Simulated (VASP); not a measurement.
# ZnS (P6_3mc) in VASP: further runs

Runs on ZnS. Level: PBE. Tasks: single point.

Program: VASP 6.6.1. These are calculated values, not measurements. Logs are shortened: lines on timing, memory, paths and dates and some standing lists are left out, and cuts for length are marked.

### 1 The cell of the first run

It takes space group P6_3mc (No. 186, hexagonal). The conventional cell has a = 3.798 Å, b = 3.798 Å, c = 6.213 Å, α = 90.00°, β = 90.00°, γ = 120.00°. Zn (site symmetry 3m) has 4 S at 2.31 to 2.39 Å within 3.0 Å. Within 3.0 Å of S (site symmetry 3m) lie 4 Zn at 2.31 to 2.39 Å.

### 2 Single point, PBE (volume scaled by 0.99)

INCAR reads:

```
  PREC = Accurate
  ENCUT = 520
  EDIFF = 1E-6
  ISMEAR = -1
  SIGMA = 0.03
  LREAL = F
  LASPH = T
  NELM = 60
  ALGO = Normal
  ISIF = 2
  LWAVE = F
  LCHARG = F
  GGA = PE
  NBANDS = 26
```

KPOINTS reads:

```
regular mesh
0
Gamma
  8 8 5
```

POSCAR reads:

```
ZnS
1.0
    3.7982528711      0.0000000000      0.0000000000
   -1.8991264355      3.2893834763      0.0000000000
    0.0000000000      0.0000000000      6.2131503459
Zn S
2 2
Direct
    0.3333333333      0.6666666667      0.0000000000
    0.6666666667      0.3333333333      0.5000000000
    0.3333333333      0.6666666667      0.3850000000
    0.6666666667      0.3333333333      0.8850000000
```

Potentials or basis: VASP PAW PBE potentials, release 64 (Zn, S).

Command:

```sh
$ cat potpaw_PBE.64/Zn/POTCAR potpaw_PBE.64/S/POTCAR > POTCAR
$ mpirun -np 1 vasp_std > vasp.out
```

OUTCAR:

```text
PREC = Accurate
   ENCUT = 520
   EDIFF = 1E-6
   ISMEAR = -1
   LREAL = F
   LASPH = T
   NELM = 60
   ISIF = 2
   GGA = PE

 ion  position               nearest neighbor table
   1  0.333  0.667  0.000-   4 2.31   4 2.31   4 2.31   3 2.39
   2  0.667  0.333  0.500-   3 2.31   3 2.31   3 2.31   4 2.39
   3  0.333  0.667  0.385-   2 2.31   2 2.31   2 2.31   1 2.39
   4  0.667  0.333  0.885-   1 2.31   1 2.31   1 2.31   2 2.39

  LATTYP: Found a hexagonal cell.
 ALAT       =     3.7982528711
 C/A-ratio  =     1.6357916539

  Lattice vectors:

 A1 = (   3.7982528711,   0.0000000000,   0.0000000000)
 A2 = (  -1.8991264355,   3.2893834763,   0.0000000000)
 A3 = (   0.0000000000,   0.0000000000,   6.2131503459)

Analysis of symmetry for initial positions (statically):
=====================================================================
 Subroutine PRICEL returns:
 Original cell was already a primitive cell.

 Routine SETGRP: Setting up the symmetry group for a
 hexagonal supercell.

 Subroutine GETGRP returns: Found 12 space group operations
 (whereof  6 operations were pure point group operations)
 out of a pool of 24 trial point group operations.

The static configuration has the point symmetry C_3v.
 The point group associated with its full space group is C_6v.

Analysis of symmetry for dynamics (positions and initial velocities):
=====================================================================
 Subroutine PRICEL returns:
 Original cell was already a primitive cell.

 Routine SETGRP: Setting up the symmetry group for a
 hexagonal supercell.

 Subroutine GETGRP returns: Found 12 space group operations
 (whereof  6 operations were pure point group operations)
 out of a pool of 24 trial point group operations.

The dynamic configuration has the point symmetry C_3v.
 The point group associated with its full space group is C_6v.

 Subroutine INISYM returns: Found 12 space group operations
 (whereof  6 operations are pure point group operations),
 and found     1 'primitive' translations

----------------------------------------------------------------------------------------

                                     Primitive cell

  volume of cell :      77.6265

  direct lattice vectors                    reciprocal lattice vectors
     3.798252871  0.000000000  0.000000000     0.263278943  0.152004168  0.000000000
    -1.899126435  3.289383476  0.000000000     0.000000000  0.304008337  0.000000000
     0.000000000  0.000000000  6.213150346     0.000000000  0.000000000  0.160948946

  length of vectors
     3.798252871  3.798252871  6.213150346     0.304008337  0.304008337  0.160948946

  position of ions in fractional coordinates (direct lattice)
     0.333333333  0.666666667  0.000000000
     0.666666667  0.333333333  0.500000000
     0.333333333  0.666666667  0.385000000
     0.666666667  0.333333333  0.885000000

  ion indices of the primitive-cell ions
   primitive index   ion index
                 1           1
                 2           2
                 3           3
                 4           4

----------------------------------------------------------------------------------------

 KPOINTS: regular mesh

Automatic generation of k-mesh.
 Grid dimensions read from file:
 generate k-points for:    8    8    5

 Generating k-lattice:

  Cartesian coordinates                     Fractional coordinates (reciprocal lattice)
     0.032909868  0.019000521  0.000000000     0.125000000  0.000000000  0.000000000
     0.000000000  0.038001042  0.000000000     0.000000000  0.125000000  0.000000000
     0.000000000  0.000000000  0.032189789     0.000000000  0.000000000  0.200000000

  Length of vectors
     0.038001042  0.038001042  0.032189789

  Shift w.r.t. Gamma in fractional coordinates (k-lattice)
     0.000000000  0.000000000  0.000000000

 Subroutine IBZKPT returns following result:
 ===========================================

 Found     30 irreducible k-points:

 Following reciprocal coordinates:
            Coordinates               Weight
  0.000000  0.000000  0.000000      1.000000
  0.125000  0.000000  0.000000      6.000000
  0.250000  0.000000  0.000000      6.000000
  0.375000  0.000000  0.000000      6.000000
  0.500000  0.000000  0.000000      3.000000
  0.125000  0.125000  0.000000      6.000000
[... 16 lines left out ...]
  0.250000  0.000000  0.400000     12.000000
  0.375000  0.000000  0.400000     12.000000
 [... further k-points ...]
   k-points           NKPTS =     30   k-points in BZ     NKDIM =     30   number of bands    NBANDS=     26
   number of dos      NEDOS =    301   number of ions     NIONS =      4
   total plane-waves  NPLWV =  37632
   dimension x,y,z NGX =    28 NGY =   28 NGZ =   48
   dimension x,y,z NGXF=    56 NGYF=   56 NGZF=   96
   ions per type =               2   2
   NGX,Y,Z   is equivalent  to a cutoff of  12.26, 12.26, 12.84 a.u.
   NGXF,Y,Z  is equivalent  to a cutoff of  24.51, 24.51, 25.69 a.u.
 SYSTEM =  unknown system
   PREC   = accura    normal or accurate (medium, high low for compatibility)
   ISTART =      0    job   : 0-new  1-cont  2-samecut
   ICHARG =      2    charge: 1-file 2-atom 10-const
   ISPIN  =      1    spin polarized calculation?
   LNONCOLLINEAR =      F non collinear calculations
   LSORBIT =      F    spin-orbit coupling
   LASPH  =      T    aspherical Exc in radial PAW
   ENCUT  =  520.0 eV  38.22 Ry    6.18 a.u.   7.06  7.06 11.55*2*pi/ulx,y,z
   NELM   =     60;   NELMIN=  2; NELMDL= -5     # of ELM steps
   EDIFF  = 0.1E-05   stopping-criterion for ELM
   LREAL  =      F    real-space projection
   EDIFFG = 0.1E-04   stopping-criterion for IOM
   NSW    =      0    number of steps for IOM
   IBRION =     -1    ionic relax: 0-MD 1-quasi-New 2-CG
   NFREE  =      0    steps in history (QN), initial steepest desc. (CG)
   ISIF   =      2    stress and relaxation
   ISYM   =      2    0-nonsym 1-usesym 2-fastsym
   POTIM  = 0.5000    time-step for ionic-motion
   TEBEG  =    0.0;   TEEND  =   0.0 temperature during run
   PSTRESS=    0.0 pullay stress
   NELECT =      36.0000    total number of electrons
   NUPDOWN=      -1.0000    fix difference up-down
   EMIN   =  10.00;   EMAX   =-10.00  energy-range for DOS
   EFERMI =   0.00;   METHOD = LEGACY
   ISMEAR =    -1;   SIGMA  =   0.03  broadening in eV -4-tet -1-fermi 0-gaus
   EFERMI_NEDOS =   21; number of points for ismear=-14 and -15
   IALGO  =     38    algorithm
   IMIX   =      4    mixing-type and parameters
     AMIX     =   0.40;   BMIX     =  1.00
     AMIX_MAG =   1.60;   BMIX_MAG =  1.00
  volume/ion in A,a.u.               =      19.41       130.96
  Fermi-wavevector in a.u.,A,eV,Ry     =   1.267182  2.394626 21.847550  1.605750
  Thomas-Fermi vector in A             =   2.400343
   LORBIT       =      0    0 simple, 1 ext, 2 COOP (PROOUT), +10 PAW based schemes
   GGA     = PE    functional components
   LHFCALC =     F    Hartree Fock is set to
   AEXX    =    0.0000 exact exchange contribution
   IVDW    =     0    specifies the selected vdW correction
   LEPSILON=     F    determine dielectric tensor
   LRPA    =     F    only Hartree local field effects (RPA)
 non-spin polarized calculation
  energy-cutoff  :      520.00
  volume of cell :       77.63
 maximum number of plane-waves:      2102
   NGX = 15   NGY = 15   NGZ = 23

 number of electron      35.9999970 magnetization

 Free energy of the ion-electron system (eV)
  ---------------------------------------------------
  ext. energy  EPLUGINS =         0.00000000
  ---------------------------------------------------
  free energy    TOTEN  =       -13.63944157 eV

  energy without entropy =      -13.63944157  energy(sigma->0) =      -13.63944157

 E-fermi :   2.8696     XC(G=0):  -9.6987

 val. band max:        2.2553706126   @ k =   0.0000   0.0000   0.0000
 cond. band min:       4.5568999547   @ k =   0.0000   0.0000   0.0000
 fundamental gap:      2.3015293421
 Fermi energy:         2.8696164390

 k-point     1 :       0.0000    0.0000    0.0000
  band No.  band energies     occupation
      1     -11.0076      2.00000
      2     -10.0660      2.00000
      3      -4.1528      2.00000
      4      -4.1528      2.00000
      5      -4.0875      2.00000
      6      -4.0874      2.00000
[... 18 lines left out ...]
     25       9.8848      0.00000
     26      11.6192      0.00000

 k-point     2 :       0.1250    0.0000    0.0000
  band No.  band energies     occupation
      1     -10.8994      2.00000
      2     -10.0037      2.00000
      3      -4.1622      2.00000
      4      -4.1271      2.00000
      5      -4.0806      2.00000
      6      -4.0543      2.00000
[... 18 lines left out ...]
     25      10.3753      0.00000
     26      10.9217      0.00000

 k-point     3 :       0.2500    0.0000    0.0000
  band No.  band energies     occupation
      1     -10.6091      2.00000
      2      -9.8580      2.00000
      3      -4.1658      2.00000
      4      -4.0699      2.00000
      5      -4.0578      2.00000
      6      -3.9715      2.00000
[... 18 lines left out ...]
     25      10.7216      0.00000
     26      11.2202      0.00000

 k-point     4 :       0.3750    0.0000    0.0000
  band No.  band energies     occupation
      1     -10.2500      2.00000
      2      -9.7399      2.00000
      3      -4.1363      2.00000
      4      -4.0243      2.00000
      5      -3.9949      2.00000
      6      -3.8805      2.00000
[... 18 lines left out ...]
     25      11.0813      0.00000
     26      12.5915      0.00000
[... 496 lines left out ...]
      1     -10.6204      2.00000
      2     -10.3459      2.00000
      3      -4.1549      2.00000
      4      -4.1251      2.00000
      5      -4.1079      2.00000
      6      -4.0855      2.00000
[... 18 lines left out ...]
     25       9.6545      0.00000
     26      10.0265      0.00000

 k-point    23 :       0.2500    0.0000    0.4000
  band No.  band energies     occupation
      1     -10.3671      2.00000
      2     -10.1356      2.00000
      3      -4.1656      2.00000
      4      -4.1256      2.00000
      5      -4.0396      2.00000
      6      -4.0088      2.00000
[... 18 lines left out ...]
     25      10.2347      0.00000
     26      10.7374      0.00000

 k-point    24 :       0.3750    0.0000    0.4000
  band No.  band energies     occupation
      1     -10.0741      2.00000
      2      -9.9157      2.00000
      3      -4.1477      2.00000
      4      -4.1042      2.00000
      5      -3.9764      2.00000
      6      -3.9316      2.00000
[... 18 lines left out ...]
     25      11.3840      0.00000
     26      11.6958      0.00000

 [... further k-points ...]

------------------------ aborting loop because EDIFF is reached ----------------------------------------

  FORCE on cell =-STRESS in cart. coord.  units (eV):
  Direction    XX          YY          ZZ          XY          YZ          ZX
  --------------------------------------------------------------------------------------
  -------------------------------------------------------------------------------------
  Total        1.9622741      1.9622741      0.8906379      0.0000000     -0.0000000     -0.0000000
  in kB       40.5004655     40.5004655     18.3823712      0.0000000     -0.0000000     -0.0000000
  external PRESSURE =      33.1277674 kB  Pullay stress =       0.0000000 kB

 VOLUME and BASIS-vectors are now :
 -----------------------------------------------------------------------------
  energy-cutoff  :      520.00
  volume of cell :       77.63
      direct lattice vectors                 reciprocal lattice vectors
     3.798252871  0.000000000  0.000000000     0.263278943  0.152004168  0.000000000
    -1.899126435  3.289383476  0.000000000     0.000000000  0.304008337  0.000000000
     0.000000000  0.000000000  6.213150346     0.000000000  0.000000000  0.160948946

 POSITION                                       TOTAL-FORCE (eV/Angst)
 -----------------------------------------------------------------------------------
     -0.00000      2.19292      0.00000         0.000000      0.000000      0.335036
      1.89913      1.09646      3.10658         0.000000     -0.000000      0.335036
     -0.00000      2.19292      2.39206        -0.000000      0.000000     -0.335036
      1.89913      1.09646      5.49864        -0.000000      0.000000     -0.335036
 -----------------------------------------------------------------------------------
    total drift:                               -0.000000     -0.000001      0.000402

  FREE ENERGIE OF THE ION-ELECTRON SYSTEM (eV)
  ---------------------------------------------------
  free  energy   TOTEN  =       -13.6394415667 eV

  energy  without entropy=      -13.6394415667  energy(sigma->0) =      -13.63944157
```

It took 43 s on 1 thread of Intel Xeon Platinum 8375C at 2.90GHz (Ice Lake), shared host; peak memory 0.21 GiB.

What came out:

```yaml
Free_energy: -13.6394 eV
Pressure: 3.3 GPa
Largest_force: 0.335 eV/Å
Band_gap_on_the_k_mesh: 2.30 eV, direct
```

Forces in eV/Å, atoms in the order of the input:
```
Zn   0.000  0.000  0.335
Zn   0.000  0.000  0.335
S    0.000  0.000 -0.335
S    0.000  0.000 -0.335
```

### 3 Single point, PBE (volume scaled by 1.02)

INCAR reads:

```
SYSTEM = ZnS
PREC     = Accurate       ! precision mode
ENCUT    = 520            ! plane-wave cutoff, eV
EDIFF    = 1E-6           ! SCF threshold, eV
ISMEAR   = -1             ! smearing method
SIGMA    = 0.03           ! smearing width, eV
LREAL    = .False.        ! projectors in reciprocal space
LASPH    = .True.         ! aspherical terms in the spheres
NELM     = 100            ! most SCF steps
ALGO     = Normal         ! electronic algorithm
ISIF     = 2              ! what is computed and relaxed
LWAVE    = .False.        ! write WAVECAR
LCHARG   = .True.         ! write CHGCAR
GGA      = PE             ! functional
LELF     = .True.         ! ELF
LVHAR    = .True.       
NBANDS   = 26             ! bands
```

KPOINTS reads:

```
regular mesh
0
Gamma
  8 8 5
  0 0 0
```

POSCAR reads:

```
ZnS
1.0
    3.8362379197      0.0000000000      0.0000000000
   -1.9181189598      3.3222794933      0.0000000000
    0.0000000000      0.0000000000      6.2752859714
Zn S
2 2
Direct
    0.3333333333      0.6666666667      0.0000000000
    0.6666666667      0.3333333333      0.5000000000
    0.3333333333      0.6666666667      0.3850000000
    0.6666666667      0.3333333333      0.8850000000
```

Potentials or basis: VASP PAW PBE potentials, release 64 (Zn, S).

Command:

```sh
$ cat potpaw_PBE.64/Zn/POTCAR potpaw_PBE.64/S/POTCAR > POTCAR
$ mpirun -np 1 vasp_std > vasp.out
```

It took 55 s on 1 thread of Intel Xeon Platinum 8375C at 2.90GHz (Ice Lake), shared host; peak memory 0.22 GiB.

It converged, with:

```
Free energy            : -13.6711 eV
Pressure               : 1.0 GPa
Largest force          : 0.299 eV/Å
Band gap on the k mesh : 2.16 eV, direct
```

Forces in eV/Å, atoms in the order of the input:
```
Zn   0.000  0.000  0.299
Zn   0.000  0.000  0.299
S    0.000  0.000 -0.299
S    0.000  0.000 -0.299
```

Stress tensor (GPa, compression positive):
```
 1.57  0.00  0.00
 0.00  1.57  0.00
 0.00  0.00 -0.20
```

Levels at points of the mesh, in eV from the valence-band top:
| k point | band 15 | band 16 | band 17 | band 18 | band 19 | band 20 | band 21 | band 22 |
| --- | --- | --- | --- | --- | --- | --- | --- | --- |
| (0.00, 0.00, 0.00) | -0.83 | -0.02 | -0.02 | 0.00 | 2.16 | 2.96 | 6.31 | 6.31 |
| (0.50, 0.00, 0.00) | -3.07 | -2.18 | -1.51 | -0.95 | 3.63 | 4.21 | 5.20 | 7.15 |

(Continued in part 2 of 2.)
